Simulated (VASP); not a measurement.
A run of VASP 6.6.1 is set up as follows.

File INCAR:

```
SYSTEM = Sr
PREC = Accurate
ENCUT = 520
EDIFF = 1E-6
ISMEAR = 1
SIGMA = 0.05
LREAL = .FALSE.
LASPH = .TRUE.
NELM = 80
ALGO = Normal
ISIF = 2
LWAVE = .FALSE.
LCHARG = .FALSE.
GGA = PS
NBANDS = 17
```

File KPOINTS:

```
Automatic mesh
0
G
  11 11 11
  0 0 0
```

The input POSCAR:

```
Sr
1.0
   -2.8100000000      2.8600000000      1.5250000000
    2.8100000000     -2.8600000000      1.5250000000
    2.8100000000      2.8600000000     -1.5250000000
Sr
2
Direct
    0.3750000000      0.1250000000      0.2500000000
    0.6250000000      0.8750000000      0.7500000000
```

Potentials or basis: VASP PAW PBE potentials, release 64 (Sr_sv).

Launch:

```sh
$ cat potpaw_PBE.64/Sr_sv/POTCAR > POTCAR
$ mpirun -np 1 vasp_std > vasp.out
```

(1) What does it give for the largest force?

(2) What does it give for the pressure?

Answers

(1) 0.012 eV/Å.

(2) 25.3 GPa.

Caveat: the PAW data sets were made with another functional, which shifts forces and pressure a little.
